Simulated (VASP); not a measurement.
Write the native input for VASP 6.6.1 that does the following.

```yaml
Task: single point
Functional: LDA
Potentials_or_basis: VASP PAW LDA potentials, release 64 (Hf_pv, C)
Cutoff: 520 eV
k_mesh: 14 × 14 × 14
Occupations: fermi-dirac, width 0.05 eV
Spin: no spin polarisation
Dipole_correction: no
Further_INCAR_settings: ALGO = Normal; EDIFF = 1e-06; NBANDS = 14
```

The structure of HfC lies in POSCAR:

```
HfC
1.0
    0.0000000000      2.3015871069      2.3015871069
    2.3015871069      0.0000000000      2.3015871069
    2.3015871069      2.3015871069      0.0000000000
Hf C
1 1
Direct
    0.0000000000      0.0000000000      0.0000000000
    0.5000000000      0.5000000000      0.5000000000
```

This cell differs from its parent crystal: volume scaled by 0.98.

One way to write it, as run:

INCAR

```
SYSTEM = HfC
  PREC = Accurate
  ENCUT = 520
  EDIFF = 1E-6
  ISMEAR = -1
  SIGMA = 0.05
  LREAL = .False.
  LASPH = .True.
  NELM = 100
  ALGO = Normal
  ISIF = 2
  LWAVE = .False.
  LCHARG = .False.
  GGA = CA
  NBANDS = 14
```

KPOINTS

```
Automatic mesh
0
Gamma
  14 14 14
  0 0 0
```

Potentials or basis: VASP PAW LDA potentials, release 64 (Hf_pv, C).

Command:

```bash
$ cat potpaw_LDA.64/Hf_pv/POTCAR potpaw_LDA.64/C/POTCAR > POTCAR
$ mpirun -np 1 vasp_std > vasp.out
```

It gave:

The pressure is -4.5 GPa and the band gap on the k mesh is zero (band 7 reaches 7.13 eV, above the bottom of band 8 at 5.69 eV).

Caveat: spin-orbit coupling is left out, which moves the levels of the heavy elements.

It took 11 s on 1 thread of Intel Xeon 6975P-C (shared host), peak memory 0.16 GiB.
